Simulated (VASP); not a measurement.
Crystal: Sb.

```
Sb
1.0
     2.15420    1.24373    3.75800
    -2.15420    1.24373    3.75800
     0.00000   -2.48746    3.75800
Sb
2
Cartesian
  0.0000 0.0000 8.6416
  0.0000 0.0000 2.6324
```

| Property | Result |
| --- | --- |
| Program | VASP 6.6.1 |
| Task | relaxation of cell and atoms |
| Functional | RPBE |
| Dispersion | D4 |
| Potentials or basis | VASP PAW PBE potentials, release 64 (Sb) |
| Cutoff | 600 eV |
| k mesh | 8 × 8 × 8 |
| Occupations | fermi-dirac, width 0.05 eV |
| Spin | no spin polarisation |

At the start: pressure -1.3 GPa; volume 30.21 Å³/atom.

**Question.** How do energy, volume and symmetry change on relaxing?

**Answer.** Over 13 steps the energy falls by 14.7 meV/atom and the volume is 28.79 Å³/atom (-4.7 %); space group R-3m (No. 166, to 0.05 Å).

Step by step:
```
step  energy change (eV)  largest force (eV/Å)  pressure (GPa)  volume (Å³)
   1              0.0000                0.2610           -1.26        60.41
   2             -0.0143                0.3194            0.38        58.36
   3             -0.0148                0.3315            0.78        57.93
   4             -0.0250                0.1553            0.47        57.65
   5             -0.0288                0.0157            0.23        57.39
   6             -0.0289                0.0097            0.19        57.33
   7             -0.0289                0.0148            0.18        57.32
   8             -0.0292                0.0203           -0.09        57.59
   9             -0.0292                0.0209           -0.13        57.63
  10             -0.0294                0.0014           -0.05        57.59
  11             -0.0294                0.0050           -0.02        57.58
  12             -0.0294                0.0182            0.03        57.55
  13             -0.0294                0.0083           -0.01        57.57
```

Final structure:
```
CELL_PARAMETERS angstrom
2.14550 1.23871 3.61034
-2.14550 1.23871 3.61034
0.00000 -2.47742 3.61034
ATOMIC_POSITIONS crystal
Sb 0.76166 0.76166 0.76166
Sb 0.23834 0.23834 0.23834
```

Caveat: the PAW data sets were made with another functional, which shifts forces and pressure a little; pairwise dispersion overbinds metals, which lowers pressure and volume.
